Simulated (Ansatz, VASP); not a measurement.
Two plane-wave programs on CdS

Contents of POSCAR:

```
CdS
1.0
    0.0000000000      2.9540267198      2.9540267198
    2.9540267198      0.0000000000      2.9540267198
    2.9540267198      2.9540267198      0.0000000000
Cd S
1 1
Direct
    0.0000000000      0.0000000000      0.0000000000
    0.7500000000      0.7500000000      0.7500000000
```

The input INCAR.step1:

```
PREC = Accurate
ENCUT = 520
ISMEAR = 0
SIGMA = 0.05
LREAL = F
LASPH = T
NELM = 80
NBANDS = 16
GGA = PE
ALGO = Normal
EDIFF = 1E-4
LWAVE = T
LCHARG = F
```

The input INCAR.step2:

```
PREC = Accurate
ENCUT = 520
EDIFF = 1E-7
ISMEAR = 0
SIGMA = 0.05
LREAL = F
LASPH = T
NELM = 80
ALGO = Normal
ISIF = 2
LWAVE = F
LCHARG = T
METAGGA = R2SCAN
LMIXTAU = T
LELF = T
LVHAR = T
NBANDS = 16
ISTART = 1
```

Contents of KPOINTS:

```
regular mesh
0
Gamma
  8 8 8
```

Input for Ansatz:

```yaml
crystal:
  lattice:
    - [0.0, 2.9540267198, 2.9540267198]
    - [2.9540267198, 0.0, 2.9540267198]
    - [2.9540267198, 2.9540267198, 0.0]
  atoms:
    - { symbol: Cd, position: [0.0, 0.0, 0.0] }
    - { symbol: S, position: [0.75, 0.75, 0.75] }
basis:
  ecutwfc: 500
  ecutrho_ratio: 4
kpoints:
  mp_grid: { grid: [8, 8, 8] }
hamiltonian:
  xc: r2scan
scf:
  occupations: { method: gaussian, width: 0.05 }
output:
  forces: true
  stress: true
  eigenvalues: true
```

Alike in both runs: task single point; functional r2SCAN; k mesh 8 × 8 × 8; occupations gaussian, width 0.05 eV; no spin polarisation.

```csv
,VASP,Ansatz
version,VASP 6.6.1,Ansatz 0.2.0
potentials or method,"VASP PAW PBE potentials, release 64 (Cd, S), cutoff 520 eV","scalar-relativistic, plane waves, PAW"
valence electrons in the cell,18,26
```

VASP gave:

| Property | Result |
| --- | --- |
| gap on the k mesh at the Fermi level (eV) | 1.50 |
| least direct gap on the mesh (eV) | 1.50 |
| pressure (GPa) | -0.6 |

Q: What did Ansatz give for the same quantities?

A: gap on the k mesh at the Fermi level (eV): 1.51; least direct gap on the mesh (eV): 1.51; pressure (GPa): -0.9.

VASP's potentials were made for PBE, not for r2SCAN. With one functional, cell and mesh, what is left measures potentials, basis and numerics. VASP's potentials hold 18 valence electrons a cell and Ansatz's 26, so a difference there can come from the potentials and not from the codes.
